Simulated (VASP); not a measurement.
CoSi2: single point with PBEsol

The system is CoSi2.

```
CELL_PARAMETERS angstrom
0.00000 2.56693 2.56693
2.56693 0.00000 2.56693
2.56693 2.56693 0.00000
ATOMIC_POSITIONS crystal
Co 0.00000 0.00000 0.00000
Si 0.25000 0.25000 0.25000
Si 0.75000 0.75000 0.75000
```

```json
{
 "Program": "VASP 6.6.1",
 "Task": "single point",
 "Functional": "PBEsol",
 "Potentials or basis": "VASP PAW PBE potentials, release 64 (Co, Si)",
 "Cutoff": "520 eV",
 "k mesh": "14 × 14 × 14",
 "Occupations": "gaussian, width 0.1 eV",
 "Spin": "no spin polarisation",
 "Dipole correction": "no",
 "Further INCAR settings": "ALGO = Normal; EDIFF = 1e-06; NBANDS = 16"
}
```

* Pressure: 25.2 GPa
* Band gap on the k mesh: zero (an odd number of electrons rules out a gap without spin polarisation)

Levels at points of the mesh, in eV from the Fermi level:
| k point | band 6 | band 7 | band 8 | band 9 | band 10 | band 11 | band 12 | band 13 |
| --- | --- | --- | --- | --- | --- | --- | --- | --- |
| (0.00, 0.00, 0.00) | -2.39 | 2.11 | 3.42 | 3.42 | 3.42 | 3.95 | 3.95 | 3.95 |
| (0.50, 0.00, 0.00) | -2.03 | -2.03 | -0.54 | -0.54 | 3.04 | 3.80 | 3.80 | 5.51 |
| (0.50, 0.50, 0.00) | -2.37 | -2.37 | -2.34 | -1.67 | 2.13 | 2.92 | 8.70 | 10.92 |

Wall time 44 s on 1 thread of Intel(R) Xeon(R) Platinum 8488C (Sapphire Rapids), with other jobs on the host, peak memory 0.19 GiB.

Caveat: the cell stands under pressure; the PAW data sets were made with another functional, which shifts forces and pressure a little; the run has no spin polarisation, though such a crystal can be magnetic. Spin polarisation is off, so any magnetic state and its effect on volume and gap are missing.
